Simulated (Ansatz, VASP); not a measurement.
# Re: VASP beside Ansatz

```
Re
1.0
     2.53377    0.00000    0.00000
    -1.26688    2.19431    0.00000
     0.00000    0.00000    5.32865
Re
2
Direct
  0.33333 0.66667 0.25000
  0.66667 0.33333 0.75000
```

Alike in both runs: task single point; functional PBEsol; k mesh 21 × 21 × 12; occupations gaussian, width 0.15 eV; no spin polarisation.

```csv
,VASP,Ansatz
version,VASP 6.6.1,Ansatz 0.2.0
potentials or method,"VASP PAW PBE potentials, release 64 (Re), cutoff 520 eV","scalar-relativistic, plane waves, PAW"
valence electrons in the cell,14,30
```

```tsv
	VASP	Ansatz	Ansatz less VASP
gap on the k mesh at the Fermi level (eV)	none	none	-
pressure (GPa)	23.5	23.7	+0.15
traceless stress, the component that is largest in VASP (GPa)	-69.02	-69.69	-0.663
```

VASP's potentials were made for PBE, not for PBEsol. A gap of «none» marks a metal or a gap that the smearing closes. VASP's potentials hold 14 valence electrons a cell and Ansatz's 30, so a difference there can come from the potentials and not from the codes.

Neither program's run includes spin-orbit coupling.
